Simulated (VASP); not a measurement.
# AgI (P6_3mc) in VASP: settings compared, part 2 of 2

VASP 6.6.1. The steps go on from the part before.

## Step 4: Single point, r2SCAN+rVV10

Contents of POSCAR:

```
AgI
1.0
    4.4410609423      0.0000000000      0.0000000000
   -2.2205304711      3.8460715958      0.0000000000
    0.0000000000      0.0000000000     14.8805643239
Ag I
4 4
Direct
    0.0000000000      0.0000000000      0.3237121402
    0.6666666667      0.3333333333      0.4263931477
    0.3333333333      0.6666666667      0.9263931477
    0.0000000000      0.0000000000      0.8237121402
    0.0000000000      0.0000000000      0.0160088608
    0.6666666667      0.3333333333      0.2338858515
    0.3333333333      0.6666666667      0.7338858515
    0.0000000000      0.0000000000      0.5160088608
```

Contents of INCAR.step1:

```
SYSTEM = AgI
PREC = Accurate
ENCUT = 550
ISMEAR = -1
SIGMA = 0.02
LREAL = .False.
LASPH = .True.
NELM = 120
NBANDS = 46
GGA = PE
ALGO = Normal
EDIFF = 1E-5
LWAVE = .True.
LCHARG = .False.
GGA_COMPAT = .False.
```

Contents of INCAR.step2:

```
SYSTEM = AgI
PREC = Accurate
ENCUT = 550
EDIFF = 1E-6
ISMEAR = -1
SIGMA = 0.02
LREAL = .False.
LASPH = .True.
NELM = 120
ALGO = Normal
ISIF = 2
LWAVE = .False.
LCHARG = .False.
METAGGA = R2SCAN
LMIXTAU = .True.
LUSE_VDW = .True.
IVDW_NL = 2
BPARAM = 11.95
CPARAM = 0.0093
NBANDS = 46
ISTART = 1
GGA_COMPAT = .False.
```

Contents of KPOINTS:

```
regular mesh
0
Gamma
  6 6 2
  0 0 0
```

Potentials or basis: VASP PAW PBE potentials, release 64 (Ag, I).

Started as:

```sh
$ cat potpaw_PBE.64/Ag/POTCAR potpaw_PBE.64/I/POTCAR > POTCAR
$ cp INCAR.step1 INCAR
$ mpirun -np 1 vasp_std > vasp.out
$ cp INCAR.step2 INCAR
$ mpirun -np 1 vasp_std > vasp.out
```

OUTCAR:

```text
SYSTEM = AgI
   PREC = Accurate
   ENCUT = 550
   EDIFF = 1E-6
   ISMEAR = -1
   LREAL = .False.
   LASPH = .True.
   NELM = 120
   ISIF = 2
   METAGGA = R2SCAN
   IVDW_NL = 2
   BPARAM = 11.95
   ISTART = 1

 ion  position               nearest neighbor table
   1  0.000  0.000  0.324-   8 2.86   6 2.89   6 2.89   6 2.89   2 2.98   2 2.98   2 2.98
   2  0.667  0.333  0.426-   6 2.86   8 2.89   8 2.89   8 2.89   1 2.98   1 2.98   1 2.98
   3  0.333  0.667  0.926-   7 2.86   5 2.89   5 2.89   5 2.89   4 2.98   4 2.98   4 2.98
   4  0.000  0.000  0.824-   5 2.86   7 2.89   7 2.89   7 2.89   3 2.98   3 2.98   3 2.98
   5  0.000  0.000  0.016-   4 2.86   3 2.89   3 2.89   3 2.89
   6  0.667  0.333  0.234-   2 2.86   1 2.89   1 2.89   1 2.89
   7  0.333  0.667  0.734-   3 2.86   4 2.89   4 2.89   4 2.89
   8  0.000  0.000  0.516-   1 2.86   2 2.89   2 2.89   2 2.89

  LATTYP: Found a hexagonal cell.
 ALAT       =     4.4410609423
 C/A-ratio  =     3.3506778036

  Lattice vectors:

 A1 = (   4.4410609423,   0.0000000000,   0.0000000000)
 A2 = (  -2.2205304711,   3.8460715958,   0.0000000000)
 A3 = (   0.0000000000,   0.0000000000,  14.8805643239)

Analysis of symmetry for initial positions (statically):
=====================================================================
 Subroutine PRICEL returns:
 Original cell was already a primitive cell.

 Routine SETGRP: Setting up the symmetry group for a
 hexagonal supercell.

 Subroutine GETGRP returns: Found 12 space group operations
 (whereof  6 operations were pure point group operations)
 out of a pool of 24 trial point group operations.

The static configuration has the point symmetry C_3v.
 The point group associated with its full space group is C_6v.

Analysis of symmetry for dynamics (positions and initial velocities):
[... 136 lines left out ...]
  Thomas-Fermi vector in A             =   2.211021
   LORBIT       =      0    0 simple, 1 ext, 2 COOP (PROOUT), +10 PAW based schemes
   METAGGA = R2SCAN    functional components
   LHFCALC =     F    Hartree Fock is set to
   AEXX    =    0.0000 exact exchange contribution
   IVDW_NL    =     2    kernel type
   BPARAM     =11.9500
   IVDW    =     0    specifies the selected vdW correction
   LEPSILON=     F    determine dielectric tensor
   LRPA    =     F    only Hartree local field effects (RPA)
 non-spin polarized calculation
  energy-cutoff  :      550.00
  volume of cell :      254.17
 maximum number of plane-waves:      7544
 NGX is ok and might be reduce to    36
   NGX = 17   NGY = 17   NGZ = 57

 number of electron      72.0000001 magnetization

 Free energy of the ion-electron system (eV)
  ---------------------------------------------------
  ext. energy  EPLUGINS =         0.00000000
  ---------------------------------------------------
  free energy    TOTEN  =      -183.64664957 eV

  energy without entropy =     -183.64664957  energy(sigma->0) =     -183.64664957

 E-fermi :   3.7016     XC(G=0):  -9.4136

 val. band max:        3.2406075330   @ k =   0.0000   0.0000   0.0000
 cond. band min:       5.0931276057   @ k =   0.0000   0.0000   0.0000
 fundamental gap:      1.8525200727
 Fermi energy:         3.7016359630

 k-point     1 :       0.0000    0.0000    0.0000
  band No.  band energies     occupation
      1      -9.7050      2.00000
      2      -9.5386      2.00000
      3      -9.4600      2.00000
      4      -9.2751      2.00000
      5      -1.4824      2.00000
      6      -1.2444      2.00000
[... 675 lines left out ...]
     45      10.8274      0.00000
     46      10.8274      0.00000

------------------------ aborting loop because EDIFF is reached ----------------------------------------

  FORCE on cell =-STRESS in cart. coord.  units (eV):
  Direction    XX          YY          ZZ          XY          YZ          ZX
  --------------------------------------------------------------------------------------
  -------------------------------------------------------------------------------------
  Total        0.2044734      0.2044734      0.1744403      0.0000000      0.0000000      0.0000000
  in kB        1.2889142      1.2889142      1.0995978      0.0000000      0.0000000      0.0000000
  external PRESSURE =       1.2258087 kB  Pullay stress =       0.0000000 kB

 VOLUME and BASIS-vectors are now :
 -----------------------------------------------------------------------------
  energy-cutoff  :      550.00
  volume of cell :      254.17
      direct lattice vectors                 reciprocal lattice vectors
     4.441060942  0.000000000  0.000000000     0.225171420  0.130002780  0.000000000
    -2.220530471  3.846071596  0.000000000     0.000000000  0.260005560  0.000000000
     0.000000000  0.000000000 14.880564324     0.000000000  0.000000000  0.067201752

 POSITION                                       TOTAL-FORCE (eV/Angst)
 -----------------------------------------------------------------------------------
      0.00000      0.00000      4.81702        -0.000000     -0.000000     -0.001878
      2.22053      1.28202      6.34497         0.000000      0.000000      0.001625
     -0.00000      2.56405     13.78525        -0.000000     -0.000000      0.001625
      0.00000      0.00000     12.25730        -0.000000      0.000000     -0.001878
      0.00000      0.00000      0.23822        -0.000000     -0.000000      0.013255
      2.22053      1.28202      3.48035        -0.000000     -0.000000     -0.013002
     -0.00000      2.56405     10.92064         0.000000     -0.000000     -0.013002
      0.00000      0.00000      7.67850         0.000000      0.000000      0.013255
 -----------------------------------------------------------------------------------
    total drift:                               -0.000000     -0.000000      0.001196

  FREE ENERGIE OF THE ION-ELECTRON SYSTEM (eV)
  ---------------------------------------------------
  free  energy   TOTEN  =      -183.6466495679 eV

  energy  without entropy=     -183.6466495679  energy(sigma->0) =     -183.64664957
```

Wall time 9.9 min (1 thread of Intel Xeon 6975P-C (Granite Rapids), shared host); peak memory 1 GiB.

What came out:

```yaml
Free_energy: -183.6466 eV
Pressure: 0.1 GPa
Largest_force: 0.013 eV/Å
Band_gap_on_the_k_mesh: 1.85 eV
```

Forces on the atoms (eV/Å):
```
Ag   0.000  0.000 -0.002
Ag   0.000  0.000  0.002
Ag   0.000  0.000  0.002
Ag   0.000  0.000 -0.002
I    0.000  0.000  0.013
I    0.000  0.000 -0.013
I    0.000  0.000 -0.013
I    0.000  0.000  0.013
```

Caveat: the PAW data sets were made with another functional, which shifts forces and pressure a little; spin-orbit coupling is left out, which moves the levels of the heavy elements.

## Step 5: Summary

| level | potentials or basis | cutoff (eV) | smearing | gap on the mesh (eV) | pressure (GPa) | largest force (eV/Å) |
| --- | --- | --- | --- | --- | --- | --- |
| PBE | VASP PAW PBE potentials, release 64 (Ag, I) | 500 | fermi-dirac 0.02 eV | 1.49 | 1.7 | 0.07 |
| LDA | VASP PAW LDA potentials, release 64 (Ag, I) | 500 | gaussian 0.01 eV | 1.27 | -2.9 | 0.47 |
| r2SCAN+rVV10 | VASP PAW PBE potentials, release 64 (Ag, I) | 550 | fermi-dirac 0.02 eV | 1.85 | 0.1 | 0.01 |

Alike in all rows: task single point; no spin polarisation; cell a = 4.441, b = 4.441, c = 14.881 Å, angles 90.0, 90.0, 120.0°, 8 atoms; k mesh 6 × 6 × 2.

Caveats: spin-orbit coupling is left out, which moves the levels of the heavy elements; this functional lacks dispersion, which binds layers or chains, so the pressure and a relaxed spacing across them are unreliable (at least some runs); the PAW data sets were made with another functional, which shifts forces and pressure a little (at least some runs).

Total energies depend on the potentials used, so only differences within one code and one set of settings carry meaning.
